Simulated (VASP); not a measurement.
KCr2MoF6:

```xyz
10
Lattice="0.0000 3.9127 3.9127 3.9127 0.0000 3.9127 3.9127 3.9127 0.0000" Properties=species:S:1:pos:R:3 pbc="T T T"
Mo    0.0000    0.0000    0.0000
K     3.9127    3.9127    3.9127
Cr    1.9564    1.9564    1.9564
Cr    5.8691    5.8691    5.8691
F     1.7764    3.9127    3.9127
F     3.9127    1.7764    3.9127
F     6.0491    3.9127    3.9127
F     3.9127    6.0491    3.9127
F     3.9127    3.9127    1.7764
F     3.9127    3.9127    6.0491
```

Base run:

```yaml
Program: VASP 6.6.1
Functional: PBE
Potentials_or_basis: VASP PAW PBE potentials, release 64 (Mo_sv, K_sv, Cr_pv, F)
Cutoff: 520 eV
k_mesh: 4 × 4 × 4
Occupations: fermi-dirac, width 0.1 eV
Spin: no spin polarisation
```

Its results: pressure 53.4 GPa; largest force 4.306 eV/Å.

Question: The run is repeated on the same cell with these changes: spin from no spin polarisation to collinear spin, ferromagnetic start; further incar settings from ALGO = Normal; EDIFF = 1e-07; NBANDS = 56 to ALGO = Normal; EDIFF = 1e-07; NBANDS = 60. What comes out?

Answer: Pressure 60.8 GPa; net moment 8.22 μB per cell; site moments Mo -1.74; K +0.00; Cr +4.43; F -0.01 μB; largest force 5.277 eV/Å.

Caveats: an odd number of electrons without spin polarisation forces a metal (some runs); a magnetic or distorted state may lie lower (some runs); forces of over 1 eV/Å act on the atoms, so gaps and moduli don't describe the material at rest (some runs).
